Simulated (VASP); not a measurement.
# Na (Im-3m) in VASP: further runs, part 2 of 2

VASP 6.6.1.

## (3) Single point, PBE

This run uses another cell than the first one, of 38.47 Å³/atom, 1.032 times its volume.

Input file INCAR:

```
SYSTEM = Na
PREC = Accurate ; ENCUT = 500
EDIFF = 1E-6 ; ISMEAR = 1
SIGMA = 0.05 ; LREAL = .FALSE.
LASPH = .TRUE. ; NELM = 120
ALGO = Normal ; ISIF = 2
LWAVE = .FALSE. ; LCHARG = .FALSE.
GGA = PE ; NBANDS = 10
GGA_COMPAT = .FALSE.
```

Input file KPOINTS:

```
regular mesh
0
G
  8 8 8
  0 0 0
```

Input file POSCAR:

```
Na
1.0
   -2.1266304395      2.1266304395      2.1266304395
    2.1266304395     -2.1266304395      2.1266304395
    2.1266304395      2.1266304395     -2.1266304395
Na
1
Direct
    0.0000000000      0.0000000000      0.0000000000
```

Potentials or basis: VASP PAW PBE potentials, release 64 (Na_pv).

Launch:

```
$ cat potpaw_PBE.64/Na_pv/POTCAR > POTCAR
$ mpirun -np 1 vasp_std > vasp.out
```

Wall time 4.9 s (1 thread of Intel Xeon Platinum 8488C (Sapphire Rapids), shared host); peak memory 0.14 GiB.

The run converged. Its results:

```yaml
Free_energy: -1.2989 eV
Pressure: -0.3 GPa
```

Levels at points of the mesh, in eV from the Fermi level:
| k point | band 1 | band 2 | band 3 | band 4 | band 5 | band 6 |
| --- | --- | --- | --- | --- | --- | --- |
| (0.00, 0.00, 0.00) | -25.08 | -25.08 | -25.08 | -3.35 | 11.34 | 11.34 |
| (0.50, 0.00, 0.00) | -25.11 | -25.09 | -25.08 | 0.60 | 1.03 | 7.90 |
| (0.50, 0.50, 0.50) | -25.10 | -25.10 | -25.10 | 4.31 | 4.31 | 4.62 |

## (4) Single point, PBE

This run uses another cell than the first one, of 39.65 Å³/atom, 1.063 times its volume.

Input file INCAR:

```
PREC     = Accurate       # precision mode
ENCUT    = 500            # plane-wave cutoff, eV
EDIFF    = 1E-6           # SCF threshold, eV
ISMEAR   = 1              # smearing method
SIGMA    = 0.05           # smearing width, eV
LREAL    = F              # projectors in reciprocal space
LASPH    = T              # aspherical terms in the spheres
NELM     = 120            # most SCF steps
ALGO     = Normal         # electronic algorithm
ISIF     = 2              # what is computed and relaxed
LWAVE    = F              # write WAVECAR
LCHARG   = F              # write CHGCAR
GGA      = PE             # functional
NBANDS   = 10             # bands
GGA_COMPAT= F
```

Input file KPOINTS:

```
Automatic mesh
0
Gamma
  8 8 8
```

Input file POSCAR:

```
Na
1.0
   -2.1481130091      2.1481130091      2.1481130091
    2.1481130091     -2.1481130091      2.1481130091
    2.1481130091      2.1481130091     -2.1481130091
Na
1
Direct
    0.0000000000      0.0000000000      0.0000000000
```

Launch:

```
$ cat potpaw_PBE.64/Na_pv/POTCAR > POTCAR
$ mpirun -np 1 vasp_std > vasp.out
```

It took 4.8 s on 1 thread of Intel Xeon Platinum 8488C (Sapphire Rapids), shared host; peak memory 0.14 GiB.

Results (log left out):

- Free energy: -1.2963 eV
- Pressure: -0.5 GPa

Levels at points of the mesh, in eV from the Fermi level:
```csv
k point,band 1,band 2,band 3,band 4,band 5,band 6,band 7,band 8
"(0.00, 0.00, 0.00)",-25.10,-25.10,-25.10,-3.29,11.16,11.16,11.16,12.12
"(0.50, 0.00, 0.00)",-25.13,-25.11,-25.10,0.60,1.00,7.79,8.56,8.73
"(0.50, 0.50, 0.50)",-25.12,-25.12,-25.12,4.26,4.26,4.53,4.53,4.53
```

## (5) Single point, PBE

This run uses another cell than the first one, of 40.83 Å³/atom, 1.095 times its volume.

Input file INCAR:

```
SYSTEM = Na
  PREC = Accurate
  ENCUT = 500
  EDIFF = 1E-6
  ISMEAR = 1
  SIGMA = 0.05
  LREAL = .FALSE.
  LASPH = .TRUE.
  NELM = 120
  ALGO = Normal
  ISIF = 2
  LWAVE = .FALSE.
  LCHARG = .FALSE.
  GGA = PE
  NBANDS = 10
  GGA_COMPAT = .FALSE.
```

Input file KPOINTS:

```
regular mesh
0
G
  8 8 8
  0 0 0
```

Input file POSCAR:

```
Na
1.0
   -2.1691742836      2.1691742836      2.1691742836
    2.1691742836     -2.1691742836      2.1691742836
    2.1691742836      2.1691742836     -2.1691742836
Na
1
Direct
    0.0000000000      0.0000000000      0.0000000000
```

Potentials or basis: VASP PAW PBE potentials, release 64 (Na_pv).

Launch:

```
$ cat potpaw_PBE.64/Na_pv/POTCAR > POTCAR
$ mpirun -np 1 vasp_std > vasp.out
```

OUTCAR:

```text
SYSTEM = Na
   PREC = Accurate
   ENCUT = 500
   EDIFF = 1E-6
   ISMEAR = 1
   LREAL = .FALSE.
   LASPH = .TRUE.
   NELM = 120
   ISIF = 2
   GGA = PE

 ion  position               nearest neighbor table
   1  0.000  0.000  0.000-

  LATTYP: Found a body centered cubic cell.
 ALAT       =     4.3383485672

  Lattice vectors:

 A1 = (  -2.1691742836,   2.1691742836,   2.1691742836)
 A2 = (   2.1691742836,  -2.1691742836,   2.1691742836)
 A3 = (   2.1691742836,   2.1691742836,  -2.1691742836)
[... 490 lines left out ...]
     10      12.9923      0.00000

 [... further k-points ...]

------------------------ aborting loop because EDIFF is reached ----------------------------------------

  FORCE on cell =-STRESS in cart. coord.  units (eV):
  Direction    XX          YY          ZZ          XY          YZ          ZX
  --------------------------------------------------------------------------------------
  -------------------------------------------------------------------------------------
  Total       -0.1674773     -0.1674773     -0.1674773      0.0000000     -0.0000000     -0.0000000
  in kB       -6.5723862     -6.5723862     -6.5723862      0.0000000     -0.0000000     -0.0000000
  external PRESSURE =      -6.5723862 kB  Pullay stress =       0.0000000 kB

 VOLUME and BASIS-vectors are now :
 -----------------------------------------------------------------------------
  energy-cutoff  :      500.00
  volume of cell :       40.83
      direct lattice vectors                 reciprocal lattice vectors
    -2.169174284  2.169174284  2.169174284     0.000000000  0.230502456  0.230502456
     2.169174284 -2.169174284  2.169174284     0.230502456  0.000000000  0.230502456
     2.169174284  2.169174284 -2.169174284     0.230502456  0.230502456  0.000000000

 POSITION                                       TOTAL-FORCE (eV/Angst)
 -----------------------------------------------------------------------------------
      0.00000      0.00000      0.00000         0.000000      0.000000      0.000000
 -----------------------------------------------------------------------------------
    total drift:                               -0.000000     -0.000000     -0.000000

  FREE ENERGIE OF THE ION-ELECTRON SYSTEM (eV)
  ---------------------------------------------------
  free  energy   TOTEN  =        -1.2922739338 eV

  energy  without entropy=       -1.2917523026  energy(sigma->0) =       -1.29210006
```

OSZICAR:

```text
N       E                     dE             d eps       ncg     rms          rms(c)
DAV:   1     0.273186239360E+02    0.27319E+02   -0.35363E+03   580   0.530E+02
DAV:   2    -0.683263076177E+00   -0.28002E+02   -0.27879E+02   588   0.146E+02
DAV:   3    -0.128740130242E+01   -0.60414E+00   -0.60354E+00   692   0.237E+01
DAV:   4    -0.129252956515E+01   -0.51283E-02   -0.51279E-02   726   0.217E+00
DAV:   5    -0.129259730576E+01   -0.67741E-04   -0.67740E-04   674   0.235E-01    0.202E-01
DAV:   6    -0.129240102503E+01    0.19628E-03   -0.49398E-04   698   0.264E-01    0.137E-01
DAV:   7    -0.129228292444E+01    0.11810E-03   -0.10380E-03   654   0.317E-01    0.155E-02
DAV:   8    -0.129227359477E+01    0.93297E-05   -0.50050E-05   756   0.115E-01    0.251E-03
DAV:   9    -0.129227393383E+01   -0.33906E-06   -0.23213E-07   442   0.518E-03
   1 F= -.12922739E+01 E0= -.12921001E+01  d E =-.521631E-03
```

stdout:

```text
POSCAR found type information on POSCAR Na
 POSCAR found :  1 types and       1 ions
 scaLAPACK will be used
 LDA part: xc-table for (Slater+PW92), standard interpolation
 POSCAR, INCAR and KPOINTS ok, starting setup
 FFT: planning ... GRIDC
 FFT: planning ... GRID_SOFT
 FFT: planning ... GRID
 WAVECAR not read
 entering main loop
```

Run time: 4.5 s. Hardware: 1 thread of Intel Xeon Platinum 8488C (Sapphire Rapids), shared host; peak memory 0.14 GiB.

Results:

```yaml
Free_energy: -1.2923 eV
Pressure: -0.7 GPa
```

Levels at points of the mesh, in eV from the Fermi level:
```csv
k point,band 1,band 2,band 3,band 4,band 5,band 6,band 7,band 8
"(0.00, 0.00, 0.00)",-25.13,-25.13,-25.13,-3.22,10.98,10.98,10.98,11.93
"(0.50, 0.00, 0.00)",-25.15,-25.13,-25.13,0.59,0.97,7.67,8.37,8.57
"(0.50, 0.50, 0.50)",-25.14,-25.14,-25.14,4.22,4.22,4.43,4.43,4.43
```

## (6) Single point, PBE

This run uses another cell than the first one, of 42.00 Å³/atom, 1.126 times its volume.

Input file INCAR:

```
PREC     = Accurate       # precision mode
ENCUT    = 500            # plane-wave cutoff, eV
EDIFF    = 1E-6           # SCF threshold, eV
ISMEAR   = 1              # smearing method
SIGMA    = 0.05           # smearing width, eV
LREAL    = False          # projectors in reciprocal space
LASPH    = True           # aspherical terms in the spheres
NELM     = 120            # most SCF steps
ALGO     = Normal         # electronic algorithm
ISIF     = 2              # what is computed and relaxed
LWAVE    = False          # write WAVECAR
LCHARG   = False          # write CHGCAR
GGA      = PE             # functional
NBANDS   = 10             # bands
GGA_COMPAT= False
```

Input file KPOINTS:

```
regular mesh
0
Gamma
  8 8 8
```

Input file POSCAR:

```
Na
1.0
   -2.1898343297      2.1898343297      2.1898343297
    2.1898343297     -2.1898343297      2.1898343297
    2.1898343297      2.1898343297     -2.1898343297
Na
1
Direct
    0.0000000000      0.0000000000      0.0000000000
```

Potentials or basis: VASP PAW PBE potentials, release 64 (Na_pv).

Launch:

```
$ cat potpaw_PBE.64/Na_pv/POTCAR > POTCAR
$ mpirun -np 1 vasp_std > vasp.out
```

Run time: 4.9 s. Hardware: 1 thread of Intel Xeon Platinum 8488C (Sapphire Rapids), shared host; peak memory 0.15 GiB.

The run converged. Its results:

- Free energy: -1.2872 eV
- Pressure: -0.8 GPa

Levels at points of the mesh, in eV from the Fermi level:
```
           k point  band 1  band 2  band 3  band 4  band 5  band 6  band 7  band 8
(0.00, 0.00, 0.00)  -25.15  -25.15  -25.15   -3.17   10.80   10.80   10.80   11.74
(0.50, 0.00, 0.00)  -25.17  -25.16  -25.15    0.59    0.94    7.56    8.20    8.42
(0.50, 0.50, 0.50)  -25.16  -25.16  -25.16    4.18    4.18    4.35    4.35    4.35
```

## (7) The runs side by side

| cell | gap on the mesh (eV) | pressure (GPa) |
| --- | --- | --- |
| a = 3.645 Å, angles 109.5°, 1 atom | none | -0.1 |
| a = 3.683 Å, angles 109.5°, 1 atom | none | -0.3 |
| a = 3.721 Å, angles 109.5°, 1 atom | none | -0.5 |
| a = 3.757 Å, angles 109.5°, 1 atom | none | -0.7 |
| a = 3.793 Å, angles 109.5°, 1 atom | none | -0.8 |

Alike in all rows: task single point; level PBE; potentials or basis VASP PAW PBE potentials, release 64 (Na_pv); no spin polarisation; k mesh 8 × 8 × 8; cutoff (eV) 500; smearing methfessel-paxton 0.05 eV.

Total energies depend on the potentials used, so only differences within one code and one set of settings carry meaning.
